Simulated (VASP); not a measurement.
# SnO2 (P-3m1) in VASP: notebook

The runs below take SnO2 through single point, with PBE.

All numbers are computed with VASP 6.6.1; they aren't measurements. Logs are shortened: lines on timing, memory, paths and dates and some standing lists are left out, and cuts for length are marked.

### Step 1. The cell of the first run

Symmetry: P-3m1, No. 164, trigonal system. Conventional cell: a = 3.223 Å, b = 3.223 Å, c = 5.287 Å, α = 90.00°, β = 90.00°, γ = 120.00°. Sn (site symmetry -3m) has 6 O at 2.12 Å within 2.8 Å. Within 2.8 Å of O (site symmetry 3m) lie 3 Sn at 2.12 Å and 3 O at 2.75 Å.

The cell was built from a structure type or drawn by symmetry, and may not be a known phase.

### Step 2. Single point, PBE

INCAR reads:

```
PREC = Accurate
ENCUT = 600
EDIFF = 1E-6
ISMEAR = 0
SIGMA = 0.15
LREAL = False
LASPH = True
NELM = 120
ALGO = Normal
ISIF = 2
LWAVE = False
LCHARG = False
GGA = PE
NBANDS = 20
GGA_COMPAT = False
```

KPOINTS reads:

```
regular mesh
0
Gamma
  5 5 3
```

POSCAR reads:

```
SnO2
1.0
    3.2229582612      0.0000000000      0.0000000000
   -1.6114791306      2.7911637296      0.0000000000
    0.0000000000      0.0000000000      5.2868459749
Sn O
1 2
Direct
    0.0000000000      0.0000000000      0.0000000000
    0.3333333333      0.6666666667      0.1916641673
    0.6666666667      0.3333333333      0.8083358327
```

Potentials or basis: VASP PAW PBE potentials, release 64 (Sn_d, O).

Launch:

```bash
> cat potpaw_PBE.64/Sn_d/POTCAR potpaw_PBE.64/O/POTCAR > POTCAR
> mpirun -np 1 vasp_std > vasp.out
```

OUTCAR:

```text
PREC = Accurate
   ENCUT = 600
   EDIFF = 1E-6
   ISMEAR = 0
   LREAL = False
   LASPH = True
   NELM = 120
   ISIF = 2
   GGA = PE

 ion  position               nearest neighbor table
   1  0.000  0.000  0.000-   2 2.12   3 2.12   3 2.12   2 2.12   3 2.12   2 2.12
   2  0.333  0.667  0.192-   1 2.12   1 2.12   1 2.12
   3  0.667  0.333  0.808-   1 2.12   1 2.12   1 2.12

  LATTYP: Found a hexagonal cell.
 ALAT       =     3.2229582612
 C/A-ratio  =     1.6403705994

  Lattice vectors:

 A1 = (   3.2229582612,   0.0000000000,   0.0000000000)
 A2 = (  -1.6114791306,   2.7911637296,   0.0000000000)
 A3 = (   0.0000000000,   0.0000000000,   5.2868459749)

Analysis of symmetry for initial positions (statically):
=====================================================================
 Subroutine PRICEL returns:
 Original cell was already a primitive cell.

 Routine SETGRP: Setting up the symmetry group for a
 hexagonal supercell.

 Subroutine GETGRP returns: Found 12 space group operations
 (whereof 12 operations were pure point group operations)
 out of a pool of 24 trial point group operations.

The static configuration has the point symmetry D_3d.

Analysis of symmetry for dynamics (positions and initial velocities):
=====================================================================
 Subroutine PRICEL returns:
 Original cell was already a primitive cell.

 Routine SETGRP: Setting up the symmetry group for a
 hexagonal supercell.

 Subroutine GETGRP returns: Found 12 space group operations
 (whereof 12 operations were pure point group operations)
 out of a pool of 24 trial point group operations.

The dynamic configuration has the point symmetry D_3d.

 Subroutine INISYM returns: Found 12 space group operations
 (whereof 12 operations are pure point group operations),
 and found     1 'primitive' translations

----------------------------------------------------------------------------------------

                                     Primitive cell

  volume of cell :      47.5594

  direct lattice vectors                    reciprocal lattice vectors
     3.222958261  0.000000000  0.000000000     0.310273953  0.179136750  0.000000000
    -1.611479131  2.791163730  0.000000000     0.000000000  0.358273501  0.000000000
     0.000000000  0.000000000  5.286845975     0.000000000  0.000000000  0.189148692

  length of vectors
     3.222958261  3.222958261  5.286845975     0.358273501  0.358273501  0.189148692

  position of ions in fractional coordinates (direct lattice)
     0.000000000  0.000000000  0.000000000
     0.333333333  0.666666667  0.191664167
     0.666666667  0.333333333  0.808335833

  ion indices of the primitive-cell ions
   primitive index   ion index
                 1           1
                 2           2
                 3           3

----------------------------------------------------------------------------------------

 KPOINTS: regular mesh

Automatic generation of k-mesh.
 Grid dimensions read from file:
 generate k-points for:    5    5    3

 Generating k-lattice:

  Cartesian coordinates                     Fractional coordinates (reciprocal lattice)
     0.062054791  0.035827350  0.000000000     0.200000000  0.000000000  0.000000000
     0.000000000  0.071654700  0.000000000     0.000000000  0.200000000  0.000000000
     0.000000000  0.000000000  0.063049564     0.000000000  0.000000000  0.333333333

  Length of vectors
     0.071654700  0.071654700  0.063049564

  Shift w.r.t. Gamma in fractional coordinates (k-lattice)
     0.000000000  0.000000000  0.000000000

 Subroutine IBZKPT returns following result:
 ===========================================

 Found     12 irreducible k-points:

 Following reciprocal coordinates:
            Coordinates               Weight
  0.000000  0.000000  0.000000      1.000000
  0.200000 -0.000000  0.000000      6.000000
  0.400000 -0.000000  0.000000      6.000000
  0.200000  0.200000  0.000000      6.000000
  0.400000  0.200000  0.000000      6.000000
  0.000000  0.000000  0.333333      2.000000
  0.200000 -0.000000  0.333333      6.000000
  0.000000  0.200000  0.333333      6.000000
  0.400000 -0.000000  0.333333      6.000000
  0.000000  0.400000  0.333333      6.000000
  0.200000  0.200000  0.333333     12.000000
  0.400000  0.200000  0.333333     12.000000
   k-points           NKPTS =     12   k-points in BZ     NKDIM =     12   number of bands    NBANDS=     20
   number of dos      NEDOS =    301   number of ions     NIONS =      3
   total plane-waves  NPLWV =  32928
   dimension x,y,z NGX =    28 NGY =   28 NGZ =   42
   dimension x,y,z NGXF=    56 NGYF=   56 NGZF=   84
   ions per type =               1   2
   NGX,Y,Z   is equivalent  to a cutoff of  14.44, 14.44, 13.21 a.u.
   NGXF,Y,Z  is equivalent  to a cutoff of  28.89, 28.89, 26.41 a.u.
 SYSTEM =  unknown system
   PREC   = accura    normal or accurate (medium, high low for compatibility)
   ISTART =      0    job   : 0-new  1-cont  2-samecut
   ICHARG =      2    charge: 1-file 2-atom 10-const
   ISPIN  =      1    spin polarized calculation?
   LNONCOLLINEAR =      F non collinear calculations
   LSORBIT =      F    spin-orbit coupling
   LASPH  =      T    aspherical Exc in radial PAW
   ENCUT  =  600.0 eV  44.10 Ry    6.64 a.u.   6.44  6.44 10.56*2*pi/ulx,y,z
   NELM   =    120;   NELMIN=  2; NELMDL= -5     # of ELM steps
   EDIFF  = 0.1E-05   stopping-criterion for ELM
   LREAL  =      F    real-space projection
   EDIFFG = 0.1E-04   stopping-criterion for IOM
   NSW    =      0    number of steps for IOM
   IBRION =     -1    ionic relax: 0-MD 1-quasi-New 2-CG
   NFREE  =      0    steps in history (QN), initial steepest desc. (CG)
   ISIF   =      2    stress and relaxation
   ISYM   =      2    0-nonsym 1-usesym 2-fastsym
   POTIM  = 0.5000    time-step for ionic-motion
   TEBEG  =    0.0;   TEEND  =   0.0 temperature during run
   PSTRESS=    0.0 pullay stress
   NELECT =      26.0000    total number of electrons
   NUPDOWN=      -1.0000    fix difference up-down
   EMIN   =  10.00;   EMAX   =-10.00  energy-range for DOS
   EFERMI =   0.00;   METHOD = LEGACY
   ISMEAR =     0;   SIGMA  =   0.15  broadening in eV -4-tet -1-fermi 0-gaus
   EFERMI_NEDOS =   21; number of points for ismear=-14 and -15
   IALGO  =     38    algorithm
   IMIX   =      4    mixing-type and parameters
     AMIX     =   0.40;   BMIX     =  1.00
     AMIX_MAG =   1.60;   BMIX_MAG =  1.00
  volume/ion in A,a.u.               =      15.85       106.98
  Fermi-wavevector in a.u.,A,eV,Ry     =   1.338609  2.529604 24.379925  1.791874
  Thomas-Fermi vector in A             =   2.467066
   LORBIT       =      0    0 simple, 1 ext, 2 COOP (PROOUT), +10 PAW based schemes
   GGA     = PE    functional components
   LHFCALC =     F    Hartree Fock is set to
   AEXX    =    0.0000 exact exchange contribution
   IVDW    =     0    specifies the selected vdW correction
   LEPSILON=     F    determine dielectric tensor
   LRPA    =     F    only Hartree local field effects (RPA)
 non-spin polarized calculation
 Gauss-broadening in eV      SIGMA  =   0.15
  energy-cutoff  :      600.00
  volume of cell :       47.56
 maximum number of plane-waves:      1617
 NGX is ok and might be reduce to    28
   NGX = 13   NGY = 13   NGZ = 21

 number of electron      26.0000000 magnetization

 Free energy of the ion-electron system (eV)
  ---------------------------------------------------
  ext. energy  EPLUGINS =         0.00000000
  ---------------------------------------------------
  free energy    TOTEN  =       -18.18851083 eV

  energy without entropy =      -18.18851083  energy(sigma->0) =      -18.18851083

 E-fermi :   2.8957     XC(G=0):  -9.3609

 val. band max:        2.2018394140   @ k =   0.2000   0.2000   0.0000
 cond. band min:       4.4324802569   @ k =   0.0000   0.0000   0.0000
 fundamental gap:      2.2306408429
 Fermi energy:         2.8956800025

 k-point     1 :       0.0000    0.0000    0.0000
  band No.  band energies     occupation
      1     -17.7114      2.00000
      2     -17.4887      2.00000
      3     -17.4887      2.00000
      4     -17.3057      2.00000
      5     -17.3057      2.00000
      6     -15.6338      2.00000
[... 12 lines left out ...]
     19      19.0782      0.00000
     20      19.8186      0.00000

 k-point     2 :       0.2000   -0.0000    0.0000
  band No.  band energies     occupation
      1     -17.8080      2.00000
      2     -17.5467      2.00000
      3     -17.4231      2.00000
      4     -17.3542      2.00000
      5     -17.2959      2.00000
      6     -15.3514      2.00000
[... 12 lines left out ...]
     19      16.0168      0.00000
     20      19.3556      0.00000

 k-point     3 :       0.4000   -0.0000    0.0000
  band No.  band energies     occupation
      1     -18.2190      2.00000
      2     -17.4521      2.00000
      3     -17.3991      2.00000
      4     -17.3005      2.00000
      5     -17.1930      2.00000
      6     -14.6546      2.00000
[... 12 lines left out ...]
     19      14.9493      0.00000
     20      16.5276      0.00000

 k-point     4 :       0.2000    0.2000    0.0000
  band No.  band energies     occupation
      1     -18.0202      2.00000
      2     -17.6033      2.00000
      3     -17.3778      2.00000
      4     -17.3744      2.00000
      5     -17.2313      2.00000
      6     -14.6847      2.00000
[... 12 lines left out ...]
     19      15.5621      0.00000
     20      17.3898      0.00000

 k-point     5 :       0.4000    0.2000    0.0000
  band No.  band energies     occupation
      1     -18.1290      2.00000
      2     -17.6545      2.00000
      3     -17.4007      2.00000
      4     -17.2884      2.00000
      5     -17.2600      2.00000
      6     -13.9560      2.00000
[... 12 lines left out ...]
     19      15.3360      0.00000
     20      16.0524      0.00000

 k-point     6 :       0.0000    0.0000    0.3333
  band No.  band energies     occupation
      1     -17.7110      2.00000
      2     -17.4887      2.00000
      3     -17.4887      2.00000
      4     -17.3057      2.00000
      5     -17.3057      2.00000
      6     -15.6123      2.00000
[... 12 lines left out ...]
     19      18.5949      0.00000
     20      19.5392      0.00000

 k-point     7 :       0.2000   -0.0000    0.3333
  band No.  band energies     occupation
      1     -17.8084      2.00000
      2     -17.5468      2.00000
      3     -17.4231      2.00000
      4     -17.3543      2.00000
      5     -17.2959      2.00000
      6     -15.3336      2.00000
[... 12 lines left out ...]
     19      15.9746      0.00000
     20      18.5260      0.00000

 k-point     8 :       0.0000    0.2000    0.3333
  band No.  band energies     occupation
      1     -17.8091      2.00000
      2     -17.5466      2.00000
      3     -17.4231      2.00000
      4     -17.3544      2.00000
      5     -17.2959      2.00000
      6     -15.3309      2.00000
[... 12 lines left out ...]
     19      16.0878      0.00000
     20      18.1251      0.00000

 k-point     9 :       0.4000   -0.0000    0.3333
  band No.  band energies     occupation
      1     -18.2198      2.00000
      2     -17.4523      2.00000
      3     -17.3992      2.00000
      4     -17.3002      2.00000
      5     -17.1930      2.00000
      6     -14.6462      2.00000
[... 12 lines left out ...]
     19      14.9607      0.00000
     20      16.9437      0.00000

 k-point    10 :       0.0000    0.4000    0.3333
  band No.  band energies     occupation
      1     -18.2202      2.00000
      2     -17.4522      2.00000
      3     -17.3992      2.00000
      4     -17.3003      2.00000
      5     -17.1930      2.00000
      6     -14.6416      2.00000
[... 12 lines left out ...]
     19      14.9778      0.00000
     20      16.3037      0.00000

 k-point    11 :       0.2000    0.2000    0.3333
  band No.  band energies     occupation
      1     -18.0214      2.00000
      2     -17.6032      2.00000
      3     -17.3780      2.00000
      4     -17.3743      2.00000
      5     -17.2311      2.00000
      6     -14.6707      2.00000
[... 12 lines left out ...]
     19      15.3840      0.00000
     20      17.8454      0.00000

 k-point    12 :       0.4000    0.2000    0.3333
  band No.  band energies     occupation
      1     -18.1297      2.00000
      2     -17.6546      2.00000
      3     -17.4008      2.00000
      4     -17.2881      2.00000
      5     -17.2600      2.00000
      6     -13.9497      2.00000
[... 12 lines left out ...]
     19      15.6143      0.00000
     20      16.5053      0.00000

------------------------ aborting loop because EDIFF is reached ----------------------------------------

  FORCE on cell =-STRESS in cart. coord.  units (eV):
  Direction    XX          YY          ZZ          XY          YZ          ZX
  --------------------------------------------------------------------------------------
  -------------------------------------------------------------------------------------
  Total        0.3214015      0.3214015      0.0731986     -0.0000000      0.0000000      0.0000000
  in kB       10.8273398     10.8273398      2.4659087     -0.0000000      0.0000000      0.0000000
  external PRESSURE =       8.0401961 kB  Pullay stress =       0.0000000 kB

 VOLUME and BASIS-vectors are now :
 -----------------------------------------------------------------------------
  energy-cutoff  :      600.00
  volume of cell :       47.56
      direct lattice vectors                 reciprocal lattice vectors
     3.222958261  0.000000000  0.000000000     0.310273953  0.179136750  0.000000000
    -1.611479131  2.791163730  0.000000000     0.000000000  0.358273501  0.000000000
     0.000000000  0.000000000  5.286845975     0.000000000  0.000000000  0.189148692

 POSITION                                       TOTAL-FORCE (eV/Angst)
 -----------------------------------------------------------------------------------
      0.00000      0.00000      0.00000         0.000000      0.000000      0.000000
     -0.00000      1.86078      1.01330        -0.000000      0.000000      0.050132
      1.61148      0.93039      4.27355        -0.000000     -0.000000     -0.050132
 -----------------------------------------------------------------------------------
    total drift:                                0.000000     -0.000000      0.000000

  FREE ENERGIE OF THE ION-ELECTRON SYSTEM (eV)
  ---------------------------------------------------
  free  energy   TOTEN  =       -18.1885108251 eV

  energy  without entropy=      -18.1885108251  energy(sigma->0) =      -18.18851083
```

It took 8.2 s on 1 thread of AMD EPYC 9R45 (Zen 5), shared host; peak memory 0.14 GiB.

Results:

```
Free energy            : -18.1885 eV
Pressure               : 0.8 GPa
Largest force          : 0.050 eV/Å
Band gap on the k mesh : 2.23 eV (least direct gap 2.51 eV)
```

Forces on the atoms (eV/Å):
```
Sn   0.000  0.000  0.000
O    0.000  0.000  0.050
O    0.000  0.000 -0.050
```

Caveat: the k points lie up to 0.45 Å⁻¹ apart; spin-orbit coupling is left out, which moves the levels of the heavy elements; an odd mesh through Γ misses points on the zone boundary, where band edges can lie.

### Step 3. Single point, PBE

INCAR reads:

```
SYSTEM = SnO2
ALGO     = Normal         ! electronic algorithm
EDIFF    = 1E-6           ! SCF threshold, eV
ENCUT    = 600            ! plane-wave cutoff, eV
GGA      = PE             ! functional
GGA_COMPAT= .FALSE.      
ISIF     = 2              ! what is computed and relaxed
ISMEAR   = 0              ! smearing method
LASPH    = .TRUE.         ! aspherical terms in the spheres
LCHARG   = .TRUE.         ! write CHGCAR
LELF     = .TRUE.         ! ELF
LREAL    = .FALSE.        ! projectors in reciprocal space
LVHAR    = .TRUE.       
LWAVE    = .FALSE.        ! write WAVECAR
NBANDS   = 20             ! bands
NELM     = 120            ! most SCF steps
PREC     = Accurate       ! precision mode
SIGMA    = 0.1            ! smearing width, eV
```

KPOINTS reads:

```
k-points
0
G
  6 6 4
  0 0 0
```

POSCAR is that of step 2.

Potentials or basis: VASP PAW PBE potentials, release 64 (Sn_d, O).

Launch:

```bash
> cat potpaw_PBE.64/Sn_d/POTCAR potpaw_PBE.64/O/POTCAR > POTCAR
> mpirun -np 1 vasp_std > vasp.out
```

Run time: 15 s. Hardware: 1 thread of AMD EPYC 9R45 (Zen 5), shared host; peak memory 0.15 GiB.

It converged, with:

```yaml
Free_energy: -18.1905 eV
Pressure: 0.8 GPa
Largest_force: 0.051 eV/Å
Band_gap_on_the_k_mesh: 2.24 eV (least direct gap 2.51 eV)
```

Forces on the atoms (eV/Å):
```
Sn   0.000  0.000  0.000
O    0.000  0.000  0.051
O    0.000  0.000 -0.051
```

Stress tensor (GPa, compression positive):
```
1.07 0.00 0.00
0.00 1.07 0.00
0.00 0.00 0.25
```

Levels at points of the mesh, in eV from the valence-band top:
```
           k point  band 11  band 12  band 13  band 14  band 15  band 16
(0.00, 0.00, 0.00)    -0.75    -0.75    -0.27     2.24     5.91    10.49
(0.50, 0.00, 0.00)    -1.30    -0.38    -0.14     5.41     7.47    10.62
(0.00, 0.00, 0.50)    -0.90    -0.74    -0.74     3.03     5.65    10.65
(0.50, 0.00, 0.50)    -1.07    -0.43    -0.17     5.34     7.28    10.41
```

Caveat: spin-orbit coupling is left out, which moves the levels of the heavy elements.
